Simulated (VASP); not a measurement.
B: single point with PBE

Crystal: B.

```
B
1.0
     1.70563    0.00000    0.00000
    -0.85281    1.47712    0.00000
     0.00000    0.00000    8.91519
B
2
Direct
  0.33333 0.66667 0.25000
  0.66667 0.33333 0.75000
```

```json
{"Program": "VASP 6.6.1", "Task": "single point", "Functional": "PBE", "Potentials or basis": "VASP PAW PBE potentials, release 64 (B)", "Cutoff": "520 eV", "k mesh": "9 × 9 × 6", "Occupations": "gaussian, width 0.1 eV", "Spin": "no spin polarisation", "Dipole correction": "no", "Further INCAR settings": "ALGO = Normal; EDIFF = 1e-06; NBANDS = 10"}
```

```yaml
Pressure: 0.0 GPa
Band_gap_on_the_k_mesh: zero (band 3 reaches 6.04 eV, above the bottom of band 4 at -4.16 eV)
```

Stress tensor (GPa, compression positive):
```
-0.10  0.00  0.00
 0.00 -0.10  0.00
 0.00  0.00  0.09
```

Levels at points of the mesh, in eV from the Fermi level:
| k point | band 1 | band 2 | band 3 | band 4 | band 5 | band 6 | band 7 | band 8 | band 9 |
| --- | --- | --- | --- | --- | --- | --- | --- | --- | --- |
| (0.00, 0.00, 0.00) | -17.81 | -17.76 | -8.65 | -8.12 | 1.27 | 5.04 | 7.67 | 15.60 | 20.06 |
| (0.00, 0.00, 0.50) | -17.79 | -17.79 | -8.40 | -8.40 | 2.60 | 2.60 | 11.42 | 11.42 | 24.03 |

It took 14 s on 1 thread of Intel Xeon 8259CL (shared host), peak memory 0.13 GiB.

Caveat: the k points lie up to 0.47 Å⁻¹ apart; this functional lacks dispersion, which binds the layers, so the pressure and a relaxed spacing across them are unreliable.
